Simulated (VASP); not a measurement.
Write the native input for VASP 6.6.1 that does the following.

- Task: single point
- Functional: PBE
- Potentials or basis: VASP PAW PBE potentials, release 64 (Ga_d, Se)
- Cutoff: 520 eV
- k mesh: 6 × 6 × 6
- Occupations: fermi-dirac, width 0.1 eV
- Spin: no spin polarisation
- Dipole correction: no
- Further INCAR settings: ALGO = Normal; EDIFF = 1e-06; NBANDS = 30

The structure of Ga3Se lies in POSCAR:

```
Ga3Se
1.0
    4.4324650000      0.0000000000      0.0000000000
    0.0000000000      4.4324650000      0.0000000000
    0.0000000000      0.0000000000      4.4324650000
Ga Se
3 1
Direct
    0.0000000000      0.5000000000      0.5000000000
    0.5000000000      0.0000000000      0.5000000000
    0.5000000000      0.5000000000      0.0000000000
    0.0000000000      0.0000000000      0.0000000000
```

The input as run:

INCAR

```
  PREC = Accurate
  ENCUT = 520
  EDIFF = 1E-6
  ISMEAR = -1
  SIGMA = 0.1
  LREAL = False
  LASPH = True
  NELM = 60
  ALGO = Normal
  ISIF = 2
  LWAVE = False
  LCHARG = True
  GGA = PE
  LELF = True
  LVHAR = True
  NBANDS = 30
```

KPOINTS

```
Automatic mesh
0
Gamma
  6 6 6
```

Potentials or basis: VASP PAW PBE potentials, release 64 (Ga_d, Se).

The run is started by

```sh
$ cat potpaw_PBE.64/Ga_d/POTCAR potpaw_PBE.64/Se/POTCAR > POTCAR
$ mpirun -np 1 vasp_std > vasp.out
```

It gave:

```
Pressure               : -0.4 GPa
Band gap on the k mesh : zero (an odd number of electrons rules out a gap without spin polarisation)
```

Wall time 60 s on 1 thread of Intel Xeon 8259CL (shared host), peak memory 0.22 GiB.
